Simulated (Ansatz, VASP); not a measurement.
Two plane-wave programs on KCl

Contents of POSCAR:

```
KCl
1.0
    3.1444922590      3.1444922590      0.0000000000
   -3.1444922590      3.1444922590      0.0000000000
    0.0000000000      0.0000000000      6.2889845179
K Cl
2 2
Direct
    0.0000000000      0.0000000000      0.0000000000
    0.5000000000      0.5000000000      0.5000000000
    0.5000000000      0.5000000000      0.0000000000
    0.0000000000      0.0000000000      0.5000000000
```

The input INCAR.step1:

```
  ALGO = Normal
  EDIFF = 1E-4
  ENCUT = 520
  GGA = PE
  ISMEAR = 0
  LASPH = True
  LCHARG = False
  LREAL = False
  LWAVE = True
  NBANDS = 24
  NELM = 100
  PREC = Accurate
  SIGMA = 0.02
```

The input INCAR.step2:

```
  ALGO = Normal
  EDIFF = 1E-6
  ENCUT = 520
  ISIF = 2
  ISMEAR = 0
  ISTART = 1
  LASPH = True
  LCHARG = True
  LELF = True
  LMIXTAU = True
  LREAL = False
  LVHAR = True
  LWAVE = False
  METAGGA = R2SCAN
  NBANDS = 24
  NELM = 100
  PREC = Accurate
  SIGMA = 0.02
```

File KPOINTS:

```
k-points
0
Gamma
  6 6 4
```

Input for Ansatz:

```yaml
crystal:
  lattice:
    - [3.144492259, 3.144492259, 0.0]
    - [-3.144492259, 3.144492259, 0.0]
    - [0.0, 0.0, 6.2889845179]
  atoms:
    - { symbol: K, position: [0.0, 0.0, 0.0] }
    - { symbol: K, position: [0.5, 0.5, 0.5] }
    - { symbol: Cl, position: [0.5, 0.5, 0.0] }
    - { symbol: Cl, position: [0.0, 0.0, 0.5] }
basis:
  ecutwfc: 500
kpoints:
  mp_grid: { grid: [6, 6, 4] }
  band_path: { path: [VBM, CBM], npoints: 2 }
hamiltonian:
  xc: r2scan
scf:
  occupations: { method: gaussian, width: 0.02 }
output:
  forces: true
  stress: true
  eigenvalues: true
checkpoint:
  read: start.run
  write: ck
  compress: false
  write_wavefunctions: false
  write_every: 100000
```

Alike in both runs: task single point; functional r2SCAN; k mesh 6 × 6 × 4; occupations gaussian, width 0.02 eV; no spin polarisation.

```csv
,VASP,Ansatz
version,VASP 6.6.1,Ansatz 0.2.0
potentials or method,"VASP PAW PBE potentials, release 64 (K_sv, Cl), cutoff 520 eV","scalar-relativistic, plane waves, PAW"
valence electrons in the cell,32,32
```

VASP gave:

```
gap on the k mesh at the Fermi level (eV) : 5.84
least direct gap on the mesh (eV)         : 5.84
pressure (GPa)                            : 0.0
```

Problem. Estimate Ansatz's values.

Solution. gap on the k mesh at the Fermi level (eV): 5.83; least direct gap on the mesh (eV): 5.83; pressure (GPa): 0.0.

VASP's potentials were made for PBE, not for r2SCAN. The functional is the same, so the differences come from potentials, cutoffs and numerics.
